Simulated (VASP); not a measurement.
Wanted: the native input for a VASP 6.6.1 run.

| Item | Value |
| --- | --- |
| Task | single point |
| Functional | PBE |
| Potentials or basis | VASP PAW PBE potentials, release 64 (Ni, Sb) |
| Cutoff | 520 eV |
| k mesh | 12 × 12 × 12 |
| Occupations | gaussian, width 0.05 eV |
| Spin | collinear spin |
| Starting moments | [0.05, 0.0] μB |
| Dipole correction | no |
| Further INCAR settings | ALGO = Normal; EDIFF = 1e-06; NBANDS = 18 |

The structure of NiSb lies in POSCAR:

```
NiSb
1.0
    0.0000000000      2.6337378275      2.7127499623
    2.6337378275      0.0000000000      2.7127499623
    2.6337378275      2.6337378275      0.0000000000
Ni Sb
1 1
Direct
    0.5000000000      0.5000000000      0.5000000000
    0.0000000000      0.0000000000      0.0000000000
```

These files were run (other wordings do the same):

INCAR

```
PREC = Accurate ; ENCUT = 520
EDIFF = 1E-6 ; ISMEAR = 0
SIGMA = 0.05 ; LREAL = False
LASPH = True ; NELM = 150
ALGO = Normal ; ISIF = 2
LWAVE = False ; LCHARG = False
ISPIN = 2 ; MAGMOM = 0.05 0
LORBIT = 11 ; LMAXMIX = 4
GGA = PE ; NBANDS = 18
```

KPOINTS

```
Automatic mesh
0
Gamma
  12 12 12
```

Potentials or basis: VASP PAW PBE potentials, release 64 (Ni, Sb).

Run with:

```bash
$ cat potpaw_PBE.64/Ni/POTCAR potpaw_PBE.64/Sb/POTCAR > POTCAR
$ mpirun -np 1 vasp_std > vasp.out
```

Results of the run:

| Property | Result |
| --- | --- |
| Pressure | -2.8 GPa |
| Net moment | 0.00 μB per cell |
| Valence electrons inside the program's atomic spheres | Ni 9.24; Sb 2.39 |

It took 5.4 min on 1 thread of Intel Xeon 8259CL, with other jobs on the host, peak memory 0.31 GiB.
